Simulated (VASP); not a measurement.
# BiTe (Fm-3m) in VASP: notebook

The runs below take BiTe through relaxation of cell and atoms, with PBE.

Program: VASP 6.6.1. These are calculated values, not measurements. Logs are shortened: lines on timing, memory, paths and dates and some standing lists are left out, and cuts for length are marked.

## 1. The cell of the first run

It takes space group Fm-3m (No. 225, cubic). Conventional cell: a = 5.768 Å, b = 5.768 Å, c = 5.768 Å, α = 90.00°, β = 90.00°, γ = 90.00°. Within 3.8 Å of Bi (site symmetry m-3m) lie 6 Te at 2.88 Å. Te (site symmetry m-3m) has 6 Bi at 2.88 Å within 3.8 Å.

## 2. Relaxation of cell and atoms, PBE, target pressure 50 GPa, at which the enthalpy is minimised

The input, INCAR:

```
PREC     = Accurate       # precision mode
ENCUT    = 600            # plane-wave cutoff, eV
EDIFF    = 1E-6           # SCF threshold, eV
ISMEAR   = 0              # smearing method
SIGMA    = 0.1            # smearing width, eV
LREAL    = F              # projectors in reciprocal space
LASPH    = T              # aspherical terms in the spheres
NELM     = 60             # most SCF steps
ALGO     = Normal         # electronic algorithm
ISIF     = 3              # what is computed and relaxed
LWAVE    = F              # write WAVECAR
LCHARG   = F              # write CHGCAR
GGA      = PE             # functional
IBRION   = 2              # ionic algorithm
NSW      = 70             # ionic steps
EDIFFG   = -0.008         # ionic threshold
PSTRESS  = 500.0
```

The input, KPOINTS:

```
regular mesh
0
Gamma
  12 12 12
```

The input, POSCAR:

```
BiTe
1.0
    0.0000000000      2.8838393420      2.8838393420
    2.8838393420      0.0000000000      2.8838393420
    2.8838393420      2.8838393420      0.0000000000
Bi Te
1 1
Direct
    0.0000000000      0.0000000000      0.0000000000
    0.5000000000      0.5000000000      0.5000000000
```

Potentials or basis: VASP PAW PBE potentials, release 64 (Bi_d, Te).

Started as:

```console
> cat potpaw_PBE.64/Bi_d/POTCAR potpaw_PBE.64/Te/POTCAR > POTCAR
> mpirun -np 1 vasp_std > vasp.out
```

OUTCAR:

```text
PREC = Accurate
   ENCUT = 600
   EDIFF = 1E-6
   ISMEAR = 0
   LREAL = F
   LASPH = T
   NELM = 60
   ISIF = 3
   GGA = PE
   IBRION = 2
   NSW = 70
   EDIFFG = -0.008
   PSTRESS = 500.0

 ion  position               nearest neighbor table
   1  0.000  0.000  0.000-   2 2.88   2 2.88   2 2.88   2 2.88   2 2.88   2 2.88
   2  0.500  0.500  0.500-   1 2.88   1 2.88   1 2.88   1 2.88   1 2.88   1 2.88

  LATTYP: Found a face centered cubic cell.
 ALAT       =     5.7676786840

  Lattice vectors:

 A1 = (   0.0000000000,   2.8838393420,   2.8838393420)
 A2 = (   2.8838393420,   0.0000000000,   2.8838393420)
 A3 = (   2.8838393420,   2.8838393420,   0.0000000000)

Analysis of symmetry for initial positions (statically):
=====================================================================
 Subroutine PRICEL returns:
 Original cell was already a primitive cell.

 Routine SETGRP: Setting up the symmetry group for a
 face centered cubic supercell.

 Subroutine GETGRP returns: Found 48 space group operations
 (whereof 48 operations were pure point group operations)
 out of a pool of 48 trial point group operations.

The static configuration has the point symmetry O_h .

Analysis of symmetry for dynamics (positions and initial velocities):
=====================================================================
 Subroutine PRICEL returns:
 Original cell was already a primitive cell.

 Routine SETGRP: Setting up the symmetry group for a
 face centered cubic supercell.

 Subroutine GETGRP returns: Found 48 space group operations
 (whereof 48 operations were pure point group operations)
 out of a pool of 48 trial point group operations.

The dynamic configuration has the point symmetry O_h .

 Subroutine INISYM returns: Found 48 space group operations
 (whereof 48 operations are pure point group operations),
 and found     1 'primitive' translations

----------------------------------------------------------------------------------------

                                     Primitive cell

  volume of cell :      47.9671

  direct lattice vectors                    reciprocal lattice vectors
     0.000000000  2.883839342  2.883839342    -0.173379977  0.173379977  0.173379977
     2.883839342  0.000000000  2.883839342     0.173379977 -0.173379977  0.173379977
     2.883839342  2.883839342  0.000000000     0.173379977  0.173379977 -0.173379977

  length of vectors
     4.078364709  4.078364709  4.078364709     0.300302930  0.300302930  0.300302930

  position of ions in fractional coordinates (direct lattice)
     0.000000000  0.000000000  0.000000000
     0.500000000  0.500000000  0.500000000

  ion indices of the primitive-cell ions
   primitive index   ion index
                 1           1
                 2           2

----------------------------------------------------------------------------------------

 KPOINTS: regular mesh

Automatic generation of k-mesh.
 Grid dimensions read from file:
 generate k-points for:   12   12   12

 Generating k-lattice:

  Cartesian coordinates                     Fractional coordinates (reciprocal lattice)
    -0.014448331  0.014448331  0.014448331     0.083333333  0.000000000  0.000000000
     0.014448331 -0.014448331  0.014448331     0.000000000  0.083333333  0.000000000
     0.014448331  0.014448331 -0.014448331     0.000000000  0.000000000  0.083333333

  Length of vectors
     0.025025244  0.025025244  0.025025244

  Shift w.r.t. Gamma in fractional coordinates (k-lattice)
     0.000000000  0.000000000  0.000000000

 Subroutine IBZKPT returns following result:
 ===========================================

 Found     72 irreducible k-points:

 Following reciprocal coordinates:
            Coordinates               Weight
  0.000000  0.000000  0.000000      1.000000
  0.083333  0.000000  0.000000      8.000000
  0.166667  0.000000  0.000000      8.000000
  0.250000  0.000000  0.000000      8.000000
  0.333333  0.000000  0.000000      8.000000
  0.416667  0.000000  0.000000      8.000000
[... 16 lines left out ...]
  0.500000  0.166667  0.000000     24.000000
 -0.416667  0.166667  0.000000     24.000000
 [... further k-points ...]
   k-points           NKPTS =     72   k-points in BZ     NKDIM =     72   number of bands    NBANDS=     14
   number of dos      NEDOS =    301   number of ions     NIONS =      2
   total plane-waves  NPLWV =  46656
   dimension x,y,z NGX =    36 NGY =   36 NGZ =   36
   dimension x,y,z NGXF=    72 NGYF=   72 NGZF=   72
   ions per type =               1   1
   NGX,Y,Z   is equivalent  to a cutoff of  14.67, 14.67, 14.67 a.u.
   NGXF,Y,Z  is equivalent  to a cutoff of  29.35, 29.35, 29.35 a.u.
 SYSTEM =  unknown system
   PREC   = accura    normal or accurate (medium, high low for compatibility)
   ISTART =      0    job   : 0-new  1-cont  2-samecut
   ICHARG =      2    charge: 1-file 2-atom 10-const
   ISPIN  =      1    spin polarized calculation?
   LNONCOLLINEAR =      F non collinear calculations
   LSORBIT =      F    spin-orbit coupling
   LASPH  =      T    aspherical Exc in radial PAW
   ENCUT  =  600.0 eV  44.10 Ry    6.64 a.u.   8.15  8.15  8.15*2*pi/ulx,y,z
   NELM   =     60;   NELMIN=  2; NELMDL= -5     # of ELM steps
   EDIFF  = 0.1E-05   stopping-criterion for ELM
   LREAL  =      F    real-space projection
   EDIFFG = -.8E-02   stopping-criterion for IOM
   NSW    =     70    number of steps for IOM
   IBRION =      2    ionic relax: 0-MD 1-quasi-New 2-CG
   NFREE  =      1    steps in history (QN), initial steepest desc. (CG)
   ISIF   =      3    stress and relaxation
   ISYM   =      2    0-nonsym 1-usesym 2-fastsym
   POTIM  = 0.5000    time-step for ionic-motion
   TEBEG  =    0.0;   TEEND  =   0.0 temperature during run
   PSTRESS=  500.0 pullay stress
   NELECT =      21.0000    total number of electrons
   NUPDOWN=      -1.0000    fix difference up-down
   EMIN   =  10.00;   EMAX   =-10.00  energy-range for DOS
   EFERMI =   0.00;   METHOD = LEGACY
   ISMEAR =     0;   SIGMA  =   0.10  broadening in eV -4-tet -1-fermi 0-gaus
   EFERMI_NEDOS =   21; number of points for ismear=-14 and -15
   IALGO  =     38    algorithm
   IMIX   =      4    mixing-type and parameters
     AMIX     =   0.40;   BMIX     =  1.00
     AMIX_MAG =   1.60;   BMIX_MAG =  1.00
  volume/ion in A,a.u.               =      23.98       161.85
  Fermi-wavevector in a.u.,A,eV,Ry     =   1.243083  2.349087 21.024483  1.545256
  Thomas-Fermi vector in A             =   2.377410
   LORBIT       =      0    0 simple, 1 ext, 2 COOP (PROOUT), +10 PAW based schemes
   GGA     = PE    functional components
   LHFCALC =     F    Hartree Fock is set to
   AEXX    =    0.0000 exact exchange contribution
   IVDW    =     0    specifies the selected vdW correction
   LEPSILON=     F    determine dielectric tensor
   LRPA    =     F    only Hartree local field effects (RPA)
 conjugate gradient relaxation of ions
 non-spin polarized calculation
 Gauss-broadening in eV      SIGMA  =   0.10
  energy-cutoff  :      600.00
  volume of cell :       47.97
 maximum number of plane-waves:      1639
 NGX is ok and might be reduce to    36
   NGX = 17   NGY = 17   NGZ = 17

--------------------------------------- Ionic step        1  -------------------------------------------

 number of electron      21.0000002 magnetization

 Free energy of the ion-electron system (eV)
  ---------------------------------------------------
  ext. energy  EPLUGINS =         0.00000000
  ---------------------------------------------------
  free energy    TOTEN  =        -5.38677002 eV

  energy without entropy =       -5.38369295  energy(sigma->0) =       -5.38523149

------------------------ aborting loop because EDIFF is reached ----------------------------------------

  FORCE on cell =-STRESS in cart. coord.  units (eV):
  Direction    XX          YY          ZZ          XY          YZ          ZX
  --------------------------------------------------------------------------------------
  -------------------------------------------------------------------------------------
  Total       11.5771654     11.5771654     11.5771654      0.0000000      0.0000000      0.0000000
  in kB      386.6959621    386.6959621    386.6959621      0.0000000      0.0000000      0.0000000
  external PRESSURE =    -113.3040379 kB  Pullay stress =     500.0000000 kB
[... 137 lines left out ...]
  enthalpy is  TOTEN    =         9.4919252871 eV   P V=       14.2106896208

--------------------------------------- Ionic step        5  -------------------------------------------

 number of electron      20.9999998 magnetization

 Free energy of the ion-electron system (eV)
  ---------------------------------------------------
  ext. energy  EPLUGINS =         0.00000000
  ---------------------------------------------------
  free energy    TOTEN  =        -4.70386549 eV

  energy without entropy =       -4.70062638  energy(sigma->0) =       -4.70224593

 E-fermi :  12.5656     XC(G=0): -11.3316

 val. band max:       12.5075136397   @ k =  -0.2500   0.1667   0.0000
 cond. band min:      12.5961026140   @ k =   0.1667   0.1667   0.0000
 fundamental gap:      0.0885889743
 Fermi energy:        12.5655636645

 k-point     1 :       0.0000    0.0000    0.0000
  band No.  band energies     occupation
      1     -11.2116      2.00000
      2     -11.2116      2.00000
      3     -11.1679      2.00000
      4     -11.1679      2.00000
      5     -11.1679      2.00000
      6      -4.6049      2.00000
      7       6.4670      2.00000
      8       8.7486      2.00000
      9       8.7486      2.00000
     10       8.7486      2.00000
     11      15.4396      0.00000
     12      15.4396      0.00000
     13      15.4396      0.00000
     14      16.4803      0.00000
[... 375 lines left out ...]
 k-point    24 :      -0.4167    0.1667    0.0000
  band No.  band energies     occupation
      1     -11.2601      2.00000
      2     -11.2390      2.00000
      3     -11.1589      2.00000
      4     -11.1382      2.00000
      5     -11.1302      2.00000
      6      -1.2219      2.00000
      7      -0.4352      2.00000
      8       6.7181      2.00000
      9       8.6109      2.00000
     10       9.4279      2.00000
     11      12.6415      0.28295
     12      13.2365      0.00000
     13      15.4377      0.00000
     14      18.6233      0.00000

 [... further k-points ...]
[... 5 lines left out ...]
  --------------------------------------------------------------------------------------
  -------------------------------------------------------------------------------------
  Total       14.2033568     14.2033568     14.2033568      0.0000000      0.0000000      0.0000000
  in kB      500.2667220    500.2667220    500.2667220      0.0000000      0.0000000      0.0000000
  external PRESSURE =       0.2667220 kB  Pullay stress =     500.0000000 kB
[... 17 lines left out ...]
  FREE ENERGIE OF THE ION-ELECTRON SYSTEM (eV)
  ---------------------------------------------------
  free  energy   TOTEN  =        -4.7038654884 eV

  energy  without entropy=       -4.7006263787  energy(sigma->0) =       -4.70224593

  enthalpy is  TOTEN    =         9.4919186280 eV   P V=       14.1957841164

 reached required accuracy - stopping structural energy minimisation
```

Wall time 4.7 min (1 thread of Intel Xeon 8259CL, shared host); peak memory 0.26 GiB.

What came out:

```
Free energy                                                : -4.7039 eV
Relaxed volume                                             : 22.74 Å³/atom
Relaxed cell                                               : a = 4.007 Å, b = 4.007 Å, c = 4.007 Å, α = 60.00°, β = 60.00°, γ = 60.00°
Space group after relaxing (to 0.1 Å)                      : Fm-3m (No. 225)
Energy change on relaxing (the run minimises the enthalpy) : +341.5 meV/atom
Ionic steps                                                : 5
Pressure after relaxing                                    : 50.0 GPa
Band gap on the k mesh                                     : zero (an odd number of electrons rules out a gap without spin polarisation)
```

Step by step:
| step | energy change (eV) | largest force (eV/Å) | pressure (GPa) | volume (Å³) |
| --- | --- | --- | --- | --- |
| 1 | 0.0000 | 0.0000 | 38.67 | 47.97 |
| 2 | 4.8033 | 0.0000 | 116.91 | 37.13 |
| 3 | 0.6071 | 0.0000 | 48.81 | 45.73 |
| 4 | 0.6680 | 0.0000 | 49.87 | 45.54 |
| 5 | 0.6829 | 0.0000 | 50.03 | 45.49 |

Final structure:
```cif
data_structure
_symmetry_space_group_name_H-M 'P 1'
_symmetry_Int_Tables_number 1
_cell_length_a 4.0069
_cell_length_b 4.0069
_cell_length_c 4.0069
_cell_angle_alpha 60.000
_cell_angle_beta 60.000
_cell_angle_gamma 60.000
_cell_volume 45.49
loop_
_atom_site_label
_atom_site_type_symbol
_atom_site_fract_x
_atom_site_fract_y
_atom_site_fract_z
_atom_site_occupancy
Bi1 Bi 0.00000 0.00000 0.00000 1
Te1 Te 0.50000 0.50000 0.50000 1
```

Levels at points of the mesh, in eV from the Fermi level:
| k point | band 6 | band 7 | band 8 | band 9 | band 10 | band 11 | band 12 | band 13 | band 14 |
| --- | --- | --- | --- | --- | --- | --- | --- | --- | --- |
| (0.00, 0.00, 0.00) | -17.17 | -6.10 | -3.82 | -3.82 | -3.82 | 2.87 | 2.87 | 2.87 | 3.91 |
| (0.50, 0.00, 0.00) | -13.89 | -13.47 | -2.80 | -2.80 | -1.50 | -1.50 | -1.19 | -1.07 | 8.31 |
| (0.50, 0.50, 0.00) | -13.72 | -10.11 | -8.97 | -6.31 | -6.31 | 0.50 | 5.68 | 5.68 | 8.31 |

Caveat: the cell is relaxed towards a set pressure, so the run minimises the enthalpy, not the energy; spin-orbit coupling is left out, which moves the levels of the heavy elements.

[end of part 1 of 2]
